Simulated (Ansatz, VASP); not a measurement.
# Two plane-wave programs on Cu

Contents of INCAR:

```
PREC = Accurate ; ENCUT = 600
EDIFF = 1E-7 ; ISMEAR = -1
SIGMA = 0.05 ; LREAL = F
LASPH = T ; NELM = 60
ALGO = Fast ; ISIF = 3
LWAVE = F ; LCHARG = F
GGA = PS ; IBRION = 2
NSW = 60 ; EDIFFG = -0.01
```

KPOINTS

```
regular mesh
0
Gamma
  13 12 13
```

The input POSCAR:

```
Cu
1.0
   -0.0044255800      1.7884307700      1.8385346600
    1.8229069400     -0.0174867600      1.8515958300
    1.7828182100      1.7614032200      0.0226019700
Cu
1
Direct
    0.0000000000      0.0000000000      0.0000000000
```

File input.yaml:

```yaml
crystal:
  lattice:
    - [-0.00442558, 1.78843077, 1.83853466]
    - [1.82290694, -0.01748676, 1.85159583]
    - [1.78281821, 1.76140322, 0.02260197]
  atoms:
    - { symbol: Cu, position: [0.0, 0.0, 0.0] }
hamiltonian:
  xc: pbesol
  pseudopotentials: { kind: paw }
kpoints:
  mp_grid: { grid: [13, 12, 13] }
scf:
  occupations: { method: fermi_dirac, width: 0.05 }
output:
  forces: true
  stress: true
  eigenvalues: true
  write_density: true
  write_potential: true
  elf: true
  volumetric_format: npy
relax:
  f_tol: 0.01
  max_steps: 40
  cell: { stress_tol: 0.05 }
```

Alike in both runs: task relaxation of cell and atoms; functional PBEsol; k mesh 13 × 12 × 13; occupations fermi-dirac, width 0.05 eV; no spin polarisation.

|  | VASP | Ansatz |
| --- | --- | --- |
| version | VASP 6.6.1 | Ansatz 0.2.0 |
| potentials or method | VASP PAW PBE potentials, release 64 (Cu) | Ansatz PAW |
| plane-wave cutoff (eV) | 600 | 420 |
| valence electrons in the cell | 11 | 19 |

```tsv
	VASP	Ansatz	Ansatz less VASP
gap on the k mesh at the Fermi level, each at its own relaxed structure (eV)	none	none	-
relaxed volume (Å³/atom)	11.36	11.31	-0.047
relaxed cell length with the largest relative difference (Å)	2.537	2.531	-0.0059
```

VASP's potentials were made for PBE, not for PBEsol. A gap of «none» marks a metal or a gap that the smearing closes. VASP's potentials hold 11 valence electrons a cell and Ansatz's 19, so a difference there can come from the potentials and not from the codes.

Noted on Ansatz's run: the plane-wave basis is chosen anew once the cell has moved, so the energies of steps on either side of that aren't comparable.
